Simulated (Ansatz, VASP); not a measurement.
# One calculation of InIrC4N4, two programs

```xyz
10
Lattice="6.0197 0.0000 0.0000 0.0000 6.0197 0.0000 0.0000 0.0000 6.0197" Properties=species:S:1:pos:R:3 pbc="T T T"
In    3.0099    3.0099    3.0099
Ir    0.0000    0.0000    0.0000
C     1.1266    1.1266    1.1266
C     1.1266    4.8932    4.8932
C     4.8932    1.1266    4.8932
C     4.8932    4.8932    1.1266
N     1.8103    1.8103    1.8103
N     1.8103    4.2095    4.2095
N     4.2095    1.8103    4.2095
N     4.2095    4.2095    1.8103
```

Alike in both runs: functional PBE; k mesh 4 × 4 × 4; occupations gaussian, width 0.1 eV; collinear spin.

Ansatz relaxed the structure, and its values are those at the end. VASP's run is a single point on that final structure, the one shown.

```csv
,VASP,Ansatz
version,VASP 6.6.1,Ansatz 0.2.0
potentials or method,"VASP PAW PBE potentials, release 64 (In_d, Ir, C, N), cutoff 520 eV","scalar-relativistic, plane waves, PAW"
valence electrons in the cell,58,66
```

```csv
,VASP,Ansatz,Ansatz less VASP
gap on the k mesh at the Fermi level (eV),none,none,-
pressure (GPa),0.5,0.1,-0.41
rms of the force components (eV/Å),0.106,0.021,-0.0854
net moment per atom (μB),0.20,0.20,0.000
size of the moment on the site where the two differ most (μB),0.95,0.50,-0.443
```

Site moments also hang on the region over which each program counts them. A gap of «none» marks a metal or a gap that the smearing closes. VASP's potentials hold 58 valence electrons a cell and Ansatz's 66, so a difference there can come from the potentials and not from the codes.

Neither program's run includes spin-orbit coupling. Noted on VASP's run: the standard files for N, O and F lose accuracy on very short bonds.
